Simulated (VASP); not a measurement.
A run of VASP 6.6.1 is set up as follows.

The input INCAR:

```
PREC = Accurate
ENCUT = 520
EDIFF = 1E-6
ISMEAR = 0
SIGMA = 0.028000000000000004
LREAL = F
LASPH = T
NELM = 80
ALGO = Normal
ISIF = 2
LWAVE = F
LCHARG = F
GGA = PE
NBANDS = 12
```

KPOINTS

```
Automatic mesh
0
Gamma
  11 11 11
```

The input POSCAR:

```
In
1.0
   -1.6254700000      1.6254700000      2.4737000000
    1.6254700000     -1.6254700000      2.4737000000
    1.6254700000      1.6254700000     -2.4737000000
In
1
Direct
    0.0000000000      0.0000000000      0.0000000000
```

Potentials or basis: VASP PAW PBE potentials, release 64 (In_d).

Command:

```bash
$ cat potpaw_PBE.64/In_d/POTCAR > POTCAR
$ mpirun -np 1 vasp_std > vasp.out
```

Question: Estimate the pressure.

Answer: 2.0 GPa.

Stress tensor (GPa, compression positive):
```
2.17 0.00 0.00
0.00 2.17 0.00
0.00 0.00 1.55
```
